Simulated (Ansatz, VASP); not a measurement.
**PtS2 in VASP and in Ansatz**

```
S Pt
1.0
     3.58900    0.00000    0.00000
    -1.79450    3.10817    0.00000
     0.00000    0.00000   30.82549
S Pt
2 1
Direct
  0.66667 0.33333 0.46112
  0.33333 0.66667 0.53888
  0.00000 0.00000 0.50000
```

Alike in both runs: task single point; functional PBE; dispersion D3(BJ); k mesh 9 × 9 × 1; occupations gaussian, width 0.02 eV; no spin polarisation.

```csv
,VASP,Ansatz
version,VASP 6.6.1,Ansatz 0.2.0
potentials or method,"VASP PAW PBE potentials, release 64 (S, Pt), cutoff 520 eV","scalar-relativistic, plane waves, PAW"
valence electrons in the cell,22,30
```

```csv
,VASP,Ansatz,Ansatz less VASP
gap on the k mesh at the Fermi level (eV),1.82,1.82,-0.005
least direct gap on the mesh (eV),1.86,1.86,-0.003
rms of the force components (eV/Å),0.081,0.099,+0.0176
```

VASP's potentials hold 22 valence electrons a cell and Ansatz's 30, so a difference there can come from the potentials and not from the codes.

Spin-orbit coupling is off throughout.
